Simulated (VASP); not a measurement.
MgB2: electric field gradients with r2SCAN

MgB2:

```
CELL_PARAMETERS angstrom
3.08500 0.00000 0.00000
-1.54250 2.67169 0.00000
0.00000 0.00000 3.52300
ATOMIC_POSITIONS crystal
Mg 0.00000 0.00000 0.00000
B 0.33333 0.66667 0.50000
B 0.66667 0.33333 0.50000
```

```
Program                : VASP 6.6.1
Task                   : electric field gradients
Functional             : r2SCAN
Potentials or basis    : VASP PAW PBE potentials, release 64 (Mg, B)
Cutoff                 : 520 eV
k mesh                 : 14 × 14 × 12
Occupations            : gaussian, width 0.05 eV
Spin                   : no spin polarisation
Dipole correction      : no
Further INCAR settings : ALGO = Normal; EDIFF = 1e-08; NBANDS = 11
```

| Item | Value |
| --- | --- |
| Pressure | -2.6 GPa |
| Band gap on the k mesh | zero (band 4 reaches 6.73 eV, above the bottom of band 5 at 3.59 eV) |

Stress tensor (GPa, compression positive):
```
-2.80  0.00  0.00
 0.00 -2.80  0.00
 0.00  0.00 -2.25
```

Levels at points of the mesh, in eV from the Fermi level:
| k point | band 1 | band 2 | band 3 | band 4 | band 5 | band 6 | band 7 | band 8 |
| --- | --- | --- | --- | --- | --- | --- | --- | --- |
| (0.00, 0.00, 0.00) | -13.22 | -3.13 | 0.39 | 0.39 | 1.97 | 6.62 | 6.62 | 8.47 |
| (0.50, 0.00, 0.00) | -9.18 | -8.28 | -2.32 | 0.21 | 3.29 | 4.12 | 5.77 | 7.87 |
| (0.00, 0.00, 0.50) | -11.94 | -7.74 | 0.78 | 0.78 | 6.94 | 6.94 | 8.58 | 10.36 |
| (0.50, 0.00, 0.50) | -8.18 | -7.37 | -3.75 | -2.02 | -1.23 | 6.03 | 9.50 | 9.67 |

Electric field gradients, principal values (V/Å²):
```
atom   least  middle  greatest (by size)
1 Mg   0.057   0.057              -0.113
 2 B  -9.768  -9.768              19.536
 3 B  -9.768  -9.768              19.536
```

Run time: 7.1 min on 1 thread of AMD EPYC 7R13, with other jobs on the host, peak memory 0.17 GiB.

Caveat: without QUAD_EFG the Cq values of the log hold for a quadrupole moment of 1 mb, not for the nuclei; the PAW data sets were made with another functional, which shifts forces and pressure a little.
